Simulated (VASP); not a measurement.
# Y (P6_3/mmc) in VASP: a series of runs

The runs below take Y through single point, with LDA.

Everything below comes from runs of VASP 6.6.1. Logs are shortened: lines on timing, memory, paths and dates and some standing lists are left out, and cuts for length are marked.

## (1) The cell of the first run

Symmetry: P6_3/mmc, No. 194, hexagonal system. The conventional cell has a = 3.557 Å, b = 3.557 Å, c = 5.554 Å, α = 90.00°, β = 90.00°, γ = 120.00°. Y (site symmetry -6m2) has 12 Y at 3.45 to 3.56 Å within 4.5 Å.

## (2) Single point, LDA

INCAR reads:

```
SYSTEM = Y
PREC = Accurate ; ENCUT = 520
EDIFF = 1E-6 ; ISMEAR = -1
SIGMA = 0.08 ; LREAL = .False.
LASPH = .True. ; NELM = 60
ALGO = Normal ; ISIF = 2
LWAVE = .False. ; LCHARG = .True.
LELF = .True. ; LVHAR = .True.
NBANDS = 18
```

KPOINTS reads:

```
Automatic mesh
0
Gamma
  13 13 7
  0 0 0
```

POSCAR reads:

```
Y
1.0
    3.5565453224      0.0000000000      0.0000000000
   -1.7782726612      3.0800585989      0.0000000000
    0.0000000000      0.0000000000      5.5535857058
Y
2
Direct
    0.3333333333      0.6666666667      0.2500000000
    0.6666666667      0.3333333333      0.7500000000
```

Potentials or basis: VASP PAW LDA potentials, release 64 (Y_sv).

On the command line:

```
cat potpaw_LDA.64/Y_sv/POTCAR > POTCAR
mpirun -np 1 vasp_std > vasp.out
```

OUTCAR:

```text
SYSTEM = Y
   PREC = Accurate
   ENCUT = 520
   EDIFF = 1E-6
   ISMEAR = -1
   LREAL = .False.
   LASPH = .True.
   NELM = 60
   ISIF = 2

 ion  position               nearest neighbor table
   1  0.333  0.667  0.250-   2 3.45   2 3.45   2 3.45   2 3.45   2 3.45   2 3.45
   2  0.667  0.333  0.750-   1 3.45   1 3.45   1 3.45   1 3.45   1 3.45   1 3.45

  LATTYP: Found a hexagonal cell.
 ALAT       =     3.5565453224
 C/A-ratio  =     1.5615112989

  Lattice vectors:

 A1 = (   3.5565453224,   0.0000000000,   0.0000000000)
 A2 = (  -1.7782726612,   3.0800585989,   0.0000000000)
 A3 = (   0.0000000000,   0.0000000000,   5.5535857058)

Analysis of symmetry for initial positions (statically):
=====================================================================
 Subroutine PRICEL returns:
 Original cell was already a primitive cell.

 Routine SETGRP: Setting up the symmetry group for a
 hexagonal supercell.

 Subroutine GETGRP returns: Found 24 space group operations
 (whereof 12 operations were pure point group operations)
 out of a pool of 24 trial point group operations.

The static configuration has the point symmetry D_3d.
 The point group associated with its full space group is D_6h.

Analysis of symmetry for dynamics (positions and initial velocities):
=====================================================================
 Subroutine PRICEL returns:
 Original cell was already a primitive cell.

 Routine SETGRP: Setting up the symmetry group for a
 hexagonal supercell.

 Subroutine GETGRP returns: Found 24 space group operations
 (whereof 12 operations were pure point group operations)
 out of a pool of 24 trial point group operations.

The dynamic configuration has the point symmetry D_3d.
 The point group associated with its full space group is D_6h.

 Subroutine INISYM returns: Found 24 space group operations
 (whereof 12 operations are pure point group operations),
 and found     1 'primitive' translations

----------------------------------------------------------------------------------------

                                     Primitive cell

  volume of cell :      60.8360

  direct lattice vectors                    reciprocal lattice vectors
     3.556545322  0.000000000  0.000000000     0.281171730  0.162334574  0.000000000
    -1.778272661  3.080058599  0.000000000     0.000000000  0.324669148  0.000000000
     0.000000000  0.000000000  5.553585706     0.000000000  0.000000000  0.180063846

  length of vectors
     3.556545322  3.556545322  5.553585706     0.324669148  0.324669148  0.180063846

  position of ions in fractional coordinates (direct lattice)
     0.333333333  0.666666667  0.250000000
     0.666666667  0.333333333  0.750000000

  ion indices of the primitive-cell ions
   primitive index   ion index
                 1           1
                 2           2

----------------------------------------------------------------------------------------

 KPOINTS: Automatic mesh

Automatic generation of k-mesh.
 Grid dimensions read from file:
 generate k-points for:   13   13    7

 Generating k-lattice:

  Cartesian coordinates                     Fractional coordinates (reciprocal lattice)
     0.021628595  0.012487275  0.000000000     0.076923077  0.000000000  0.000000000
     0.000000000  0.024974550  0.000000000     0.000000000  0.076923077  0.000000000
     0.000000000  0.000000000  0.025723407     0.000000000  0.000000000  0.142857143

  Length of vectors
     0.024974550  0.024974550  0.025723407

  Shift w.r.t. Gamma in fractional coordinates (k-lattice)
     0.000000000  0.000000000  0.000000000

 Subroutine IBZKPT returns following result:
 ===========================================

 Found     84 irreducible k-points:

 Following reciprocal coordinates:
            Coordinates               Weight
  0.000000  0.000000  0.000000      1.000000
  0.076923  0.000000  0.000000      6.000000
  0.153846  0.000000  0.000000      6.000000
  0.230769  0.000000  0.000000      6.000000
  0.307692  0.000000  0.000000      6.000000
  0.384615  0.000000  0.000000      6.000000
[... 16 lines left out ...]
  0.076923  0.000000  0.142857     12.000000
  0.153846  0.000000  0.142857     12.000000
 [... further k-points ...]
   k-points           NKPTS =     84   k-points in BZ     NKDIM =     84   number of bands    NBANDS=     18
   number of dos      NEDOS =    301   number of ions     NIONS =      2
   total plane-waves  NPLWV =  32928
   dimension x,y,z NGX =    28 NGY =   28 NGZ =   42
   dimension x,y,z NGXF=    56 NGYF=   56 NGZF=   84
   ions per type =               2
   NGX,Y,Z   is equivalent  to a cutoff of  13.09, 13.09, 12.57 a.u.
   NGXF,Y,Z  is equivalent  to a cutoff of  26.18, 26.18, 25.15 a.u.
 SYSTEM =  Y
   PREC   = accura    normal or accurate (medium, high low for compatibility)
   ISTART =      0    job   : 0-new  1-cont  2-samecut
   ICHARG =      2    charge: 1-file 2-atom 10-const
   ISPIN  =      1    spin polarized calculation?
   LNONCOLLINEAR =      F non collinear calculations
   LSORBIT =      F    spin-orbit coupling
   LASPH  =      T    aspherical Exc in radial PAW
   ENCUT  =  520.0 eV  38.22 Ry    6.18 a.u.   6.61  6.61 10.33*2*pi/ulx,y,z
   NELM   =     60;   NELMIN=  2; NELMDL= -5     # of ELM steps
   EDIFF  = 0.1E-05   stopping-criterion for ELM
   LREAL  =      F    real-space projection
   EDIFFG = 0.1E-04   stopping-criterion for IOM
   NSW    =      0    number of steps for IOM
   IBRION =     -1    ionic relax: 0-MD 1-quasi-New 2-CG
   NFREE  =      0    steps in history (QN), initial steepest desc. (CG)
   ISIF   =      2    stress and relaxation
   ISYM   =      2    0-nonsym 1-usesym 2-fastsym
   POTIM  = 0.5000    time-step for ionic-motion
   TEBEG  =    0.0;   TEEND  =   0.0 temperature during run
   PSTRESS=    0.0 pullay stress
   NELECT =      22.0000    total number of electrons
   NUPDOWN=      -1.0000    fix difference up-down
   EMIN   =  10.00;   EMAX   =-10.00  energy-range for DOS
   EFERMI =   0.00;   METHOD = LEGACY
   ISMEAR =    -1;   SIGMA  =   0.08  broadening in eV -4-tet -1-fermi 0-gaus
   EFERMI_NEDOS =   21; number of points for ismear=-14 and -15
   IALGO  =     38    algorithm
   IMIX   =      4    mixing-type and parameters
     AMIX     =   0.40;   BMIX     =  1.00
     AMIX_MAG =   1.60;   BMIX_MAG =  1.00
  volume/ion in A,a.u.               =      30.42       205.27
  Fermi-wavevector in a.u.,A,eV,Ry     =   1.166350  2.204081 18.508980  1.360372
  Thomas-Fermi vector in A             =   2.302864
   LORBIT       =      0    0 simple, 1 ext, 2 COOP (PROOUT), +10 PAW based schemes
   GGA     = CA    functional components
   LHFCALC =     F    Hartree Fock is set to
   AEXX    =    0.0000 exact exchange contribution
   IVDW    =     0    specifies the selected vdW correction
   LEPSILON=     F    determine dielectric tensor
   LRPA    =     F    only Hartree local field effects (RPA)
 non-spin polarized calculation
  energy-cutoff  :      520.00
  volume of cell :       60.84
 maximum number of plane-waves:      1677
 NGX is ok and might be reduce to    28
   NGX = 13   NGY = 13   NGZ = 21

 number of electron      22.0000000 magnetization

 Free energy of the ion-electron system (eV)
  ---------------------------------------------------
  ext. energy  EPLUGINS =         0.00000000
  ---------------------------------------------------
  free energy    TOTEN  =       -13.92742360 eV

  energy without entropy =      -13.84794712  energy(sigma->0) =      -13.88768536

 E-fermi :   3.2108     XC(G=0):  -9.9445

 val. band max:        3.1909416924   @ k =   0.3077   0.1538   0.4286
 cond. band min:       3.2111781300   @ k =   0.3846   0.1538   0.2857
 fundamental gap:      0.0202364376
 Fermi energy:         3.2107803282

 k-point     1 :       0.0000    0.0000    0.0000
  band No.  band energies     occupation
      1     -39.0637      2.00000
      2     -38.9568      2.00000
      3     -19.5783      2.00000
      4     -18.9519      2.00000
      5     -18.9519      2.00000
      6     -18.8337      2.00000
[... 10 lines left out ...]
     17       6.0695      0.00000
     18       6.0695      0.00000

 k-point     2 :       0.0769    0.0000    0.0000
  band No.  band energies     occupation
      1     -39.0595      2.00000
      2     -38.9554      2.00000
      3     -19.5646      2.00000
      4     -18.9799      2.00000
      5     -18.9615      2.00000
      6     -18.8634      2.00000
[... 10 lines left out ...]
     17       5.8910      0.00000
     18       5.9375      0.00000

 k-point     3 :       0.1538    0.0000    0.0000
  band No.  band energies     occupation
      1     -39.0476      2.00000
      2     -38.9516      2.00000
      3     -19.5248      2.00000
      4     -19.0579      2.00000
      5     -18.9874      2.00000
      6     -18.9436      2.00000
[... 10 lines left out ...]
     17       5.9738      0.00000
     18       6.1063      0.00000

 k-point     4 :       0.2308    0.0000    0.0000
  band No.  band energies     occupation
      1     -39.0302      2.00000
      2     -38.9469      2.00000
      3     -19.4637      2.00000
      4     -19.1680      2.00000
      5     -19.0521      2.00000
      6     -19.0223      2.00000
[... 10 lines left out ...]
     17       6.4567      0.00000
     18       6.6647      0.00000

 k-point     5 :       0.3077    0.0000    0.0000
  band No.  band energies     occupation
      1     -39.0104      2.00000
      2     -38.9431      2.00000
      3     -19.3889      2.00000
      4     -19.2851      2.00000
      5     -19.1620      2.00000
      6     -19.0579      2.00000
[... 10 lines left out ...]
     17       7.0826      0.00000
     18       7.3716      0.00000

 k-point     6 :       0.3846    0.0000    0.0000
  band No.  band energies     occupation
      1     -38.9921      2.00000
      2     -38.9419      2.00000
      3     -19.3817      2.00000
      4     -19.3125      2.00000
      5     -19.2498      2.00000
      6     -19.0865      2.00000
[... 10 lines left out ...]
     17       7.8935      0.00000
     18       8.1240      0.00000

 k-point     7 :       0.4615    0.0000    0.0000
  band No.  band energies     occupation
      1     -38.9800      2.00000
      2     -38.9429      2.00000
      3     -19.4360      2.00000
      4     -19.2981      2.00000
      5     -19.2565      2.00000
      6     -19.1023      2.00000
[... 10 lines left out ...]
     17       8.8074      0.00000
     18       8.9235      0.00000

 k-point     8 :       0.0769    0.0769    0.0000
  band No.  band energies     occupation
      1     -39.0515      2.00000
      2     -38.9528      2.00000
      3     -19.5378      2.00000
      4     -19.0277      2.00000
      5     -18.9892      2.00000
      6     -18.9101      2.00000
[... 10 lines left out ...]
     17       5.8130      0.00000
     18       6.0371      0.00000
[... 229 lines left out ...]
     17       8.2815      0.00000
     18       8.7256      0.00000

 k-point    20 :       0.3846    0.2308    0.0000
  band No.  band energies     occupation
      1     -38.9648      2.00000
      2     -38.9473      2.00000
      3     -19.3808      2.00000
      4     -19.2477      2.00000
      5     -19.2082      2.00000
      6     -19.1780      2.00000
[... 10 lines left out ...]
     17       8.4237      0.00000
     18       8.7154      0.00000

 k-point    21 :       0.3077    0.3077    0.0000
  band No.  band energies     occupation
      1     -38.9602      2.00000
      2     -38.9499      2.00000
      3     -19.3589      2.00000
      4     -19.2504      2.00000
      5     -19.2127      2.00000
      6     -19.1506      2.00000
[... 10 lines left out ...]
     17       8.3194      0.00000
     18       8.6588      0.00000

 k-point    22 :       0.0000    0.0000    0.1429
  band No.  band energies     occupation
      1     -39.0584      2.00000
      2     -38.9622      2.00000
      3     -19.5419      2.00000
      4     -18.9461      2.00000
      5     -18.9461      2.00000
      6     -18.8396      2.00000
[... 10 lines left out ...]
     17       6.3155      0.00000
     18       6.3155      0.00000

 k-point    23 :       0.0769    0.0000    0.1429
  band No.  band energies     occupation
      1     -39.0544      2.00000
      2     -38.9606      2.00000
      3     -19.5300      2.00000
      4     -18.9732      2.00000
      5     -18.9554      2.00000
      6     -18.8837      2.00000
[... 10 lines left out ...]
     17       6.2270      0.00000
     18       6.2560      0.00000

 k-point    24 :       0.1538    0.0000    0.1429
  band No.  band energies     occupation
      1     -39.0429      2.00000
      2     -38.9564      2.00000
      3     -19.4966      2.00000
      4     -19.0479      2.00000
      5     -18.9806      2.00000
      6     -18.9695      2.00000
[... 10 lines left out ...]
     17       6.1856      0.00000
     18       6.3015      0.00000

 [... further k-points ...]
[... 5 lines left out ...]
  --------------------------------------------------------------------------------------
  -------------------------------------------------------------------------------------
  Total       -0.2940314     -0.2940314     -0.2841287      0.0000000      0.0000000      0.0000000
  in kB       -7.7436107     -7.7436107     -7.4828124      0.0000000      0.0000000      0.0000000
  external PRESSURE =      -7.6566779 kB  Pullay stress =       0.0000000 kB

 VOLUME and BASIS-vectors are now :
 -----------------------------------------------------------------------------
  energy-cutoff  :      520.00
  volume of cell :       60.84
      direct lattice vectors                 reciprocal lattice vectors
     3.556545322  0.000000000  0.000000000     0.281171730  0.162334574  0.000000000
    -1.778272661  3.080058599  0.000000000     0.000000000  0.324669148  0.000000000
     0.000000000  0.000000000  5.553585706     0.000000000  0.000000000  0.180063846

 POSITION                                       TOTAL-FORCE (eV/Angst)
 -----------------------------------------------------------------------------------
     -0.00000      2.05337      1.38840        -0.000000      0.000000      0.000000
      1.77827      1.02669      4.16519         0.000000      0.000000      0.000000
 -----------------------------------------------------------------------------------
    total drift:                                0.000000     -0.000000      0.000000

  FREE ENERGIE OF THE ION-ELECTRON SYSTEM (eV)
  ---------------------------------------------------
  free  energy   TOTEN  =       -13.9274236044 eV

  energy  without entropy=      -13.8479471157  energy(sigma->0) =      -13.88768536
```

Run time: 42 s. Hardware: 1 thread of AMD EPYC 9R45 (Zen 5), shared host; peak memory 0.19 GiB.

Results:

```
Free energy            : -13.9274 eV
Pressure               : -0.8 GPa
Band gap on the k mesh : zero (bands 11 and 12 overlap by 1.69 eV)
```

(Part 1 of 2 ends here.)

The gap in the log of VASP goes by the Fermi energy; the results here count the filled bands.